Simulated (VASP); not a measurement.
The system is Co.

```xyz
2
Lattice="2.5360 0.0000 0.0000 -1.2680 2.1962 0.0000 0.0000 0.0000 4.1360" Properties=species:S:1:pos:R:3 pbc="T T T"
Co    0.0000    1.4642    1.0340
Co    1.2680    0.7321    3.1020
```

Base run:

| Property | Result |
| --- | --- |
| Program | VASP 6.6.1 |
| Functional | PBEsol |
| Potentials or basis | VASP PAW PBE potentials, release 64 (Co) |
| Cutoff | 520 eV |
| k mesh | 14 × 14 × 8 |
| Occupations | fermi-dirac, width 0.1 eV |
| Spin | collinear spin, ferromagnetic start |
| Starting moments | [3.0, 3.0] μB |

Its results: pressure -19.9 GPa.

**Question.** The run is repeated on the same cell with these changes: spin from collinear spin, ferromagnetic start to no spin polarisation; further incar settings from ALGO = Normal; EDIFF = 1e-07; NBANDS = 20 to ALGO = Normal; EDIFF = 1e-06; NBANDS = 16. What comes out?

**Answer.** Pressure -29.5 GPa.

Caveats: the PAW data sets were made with another functional, which shifts forces and pressure a little.
